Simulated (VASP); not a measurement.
A run of VASP 6.6.1 is set up as follows.

File INCAR:

```
SYSTEM = MnO
PREC = Accurate ; ENCUT = 520
EDIFF = 1E-8 ; ISMEAR = 0
SIGMA = 0.05 ; LREAL = .False.
LASPH = .True. ; NELM = 150
ALGO = Normal ; ISIF = 2
LWAVE = .False. ; LCHARG = .False.
ISPIN = 2 ; MAGMOM = 4.7 -4.7 0 0
LORBIT = 11 ; LMAXMIX = 4
LDAU = .True. ; LDAUTYPE = 2
LDAUL = 2 -1 ; LDAUU = 3.9 0
LDAUJ = 0 0 ; LDAUPRINT = 1
GGA = PE ; LEFG = .True.
NBANDS = 31
```

File KPOINTS:

```
Automatic mesh
0
Gamma
  8 8 8
  0 0 0
```

The input POSCAR:

```
MnO
1.0
   -2.2116475739     -2.2116475739      4.4809287882
   -4.4809287882     -2.2116475739      2.2116475739
   -2.2116475739     -4.4809287882      2.2116475739
Mn O
2 2
Direct
    0.0000000000      0.0000000000      0.0000000000
    0.5000000000      0.5000000000      0.5000000000
    1.2499999997     -0.7500000003     -0.7500000003
    1.7500000003     -0.2499999997     -0.2499999997
```

Potentials or basis: VASP PAW PBE potentials, release 64 (Mn_pv, O).

Run with:

```console
$ cat potpaw_PBE.64/Mn_pv/POTCAR potpaw_PBE.64/O/POTCAR > POTCAR
$ mpirun -np 1 vasp_std > vasp.out
```

**Question.** Predict the site moments.

**Answer.** Mn +4.58, -4.58; O +0.00 μB.

**Question.** Predict the net moment.

**Answer.** 0.00 μB per cell.

Eigenvalues of the final occupation matrices:
```csv
site,spin,trace,eigenvalues
site 1 d,1,4.75,0.94 0.94 0.94 0.97 0.97
site 1 d,2,0.21,0.02 0.02 0.02 0.08 0.08
site 2 d,1,0.21,0.02 0.02 0.02 0.08 0.08
site 2 d,2,4.75,0.94 0.94 0.94 0.97 0.97
```

Caveat: without QUAD_EFG the Cq values of the log hold for a quadrupole moment of 1 mb, not for the nuclei. The state reached can hang on the start; a lower one may exist.
